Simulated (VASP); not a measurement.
Input of a VASP 6.6.1 run:

File POSCAR:

```
SrTi2Ir2
1.0
    0.0000000000      4.1191450000      0.0000000000
    4.1191450000      0.0000000000      0.0000000000
    2.0595730000      2.0595730000     -5.9704060000
Ir Ti Sr
2 2 1
Direct
    0.7500000000      0.2500000000      0.5000000000
    0.2500000000      0.7500000000      0.5000000000
    0.3750000000      0.3750000000      0.2500000000
    0.6250000000      0.6250000000      0.7500000000
    0.0000000000      0.0000000000      0.0000000000
```

The input INCAR.step1:

```
SYSTEM = SrTi2Ir2
ALGO = Normal ; EDIFF = 1E-4
ENCUT = 520 ; GGA = PE
ISMEAR = 1 ; ISPIN = 2
LASPH = .TRUE. ; LCHARG = .FALSE.
LMAXMIX = 4 ; LREAL = .FALSE.
LWAVE = .TRUE. ; MAGMOM = 0.2 0.2 0.2 0.2 0.2
NBANDS = 38 ; NELM = 150
PREC = Accurate ; SIGMA = 0.062
```

The input INCAR.step2:

```
SYSTEM = SrTi2Ir2
ALGO = Normal ; EDIFF = 1E-6
ENCUT = 520 ; ISIF = 2
ISMEAR = 1 ; ISPIN = 2
ISTART = 1 ; LASPH = .TRUE.
LCHARG = .TRUE. ; LELF = .TRUE.
LMAXMIX = 4 ; LMIXTAU = .TRUE.
LORBIT = 11 ; LREAL = .FALSE.
LVHAR = .TRUE. ; LWAVE = .FALSE.
MAGMOM = 0.2 0.2 0.2 0.2 0.2 ; METAGGA = R2SCAN
NBANDS = 38 ; NELM = 150
PREC = Accurate ; SIGMA = 0.062
```

The input KPOINTS:

```
k-points
0
G
  5 5 5
  0 0 0
```

Potentials or basis: VASP PAW PBE potentials, release 64 (Ir, Ti_sv, Sr_sv).

Run with:

```bash
$ cat potpaw_PBE.64/Ir/POTCAR potpaw_PBE.64/Ti_sv/POTCAR potpaw_PBE.64/Sr_sv/POTCAR > POTCAR
$ cp INCAR.step1 INCAR
$ mpirun -np 1 vasp_std > vasp.out
$ cp INCAR.step2 INCAR
$ mpirun -np 1 vasp_std > vasp.out
```

Q: Estimate the pressure.

A: 0.8 GPa.

Q: What does it give for the largest force?

A: 2.378 eV/Å.

Q: Predict the site moments.

A: Ir -0.00; Ti +0.13; Sr +0.00 μB.

Forces on the atoms (eV/Å):
```
Ir   0.000  0.000  0.000
Ir   0.000  0.000  0.000
Ti   0.000  0.000 -2.378
Ti   0.000  0.000  2.378
Sr   0.000  0.000  0.000
```

Caveat: a moment this small can come from the mesh or the smearing; the PAW data sets were made with another functional, which shifts forces and pressure a little.
